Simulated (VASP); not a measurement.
The system is K2S.

```
CELL_PARAMETERS angstrom
0.00000 3.70276 3.70276
3.70276 0.00000 3.70276
3.70276 3.70276 0.00000
ATOMIC_POSITIONS crystal
S 0.00000 0.00000 0.00000
K 0.25000 0.25000 0.25000
K 0.75000 0.75000 0.75000
```

Program: VASP 6.6.1. Alike in all runs: task single point; no spin polarisation; cell as given; smearing gaussian 0.01 eV.

**Question.** Order these runs on this cell by their band gap on the k mesh, lowest first.
A. level r2SCAN; potentials or basis VASP PAW PBE potentials, release 64 (S, K_sv); k mesh 4 × 4 × 4; cutoff (eV) 550
B. level LDA; potentials or basis VASP PAW LDA potentials, release 64 (S, K_sv); k mesh 2 × 2 × 2; cutoff (eV) 500
C. level PBE; potentials or basis VASP PAW PBE potentials, release 64 (S, K_sv); k mesh 4 × 4 × 4; cutoff (eV) 500

**Answer.** B (2.05 eV), C (2.38 eV), A (2.76 eV).

Caveats: some runs use coarse meshes.

A k mesh can miss the band edges.
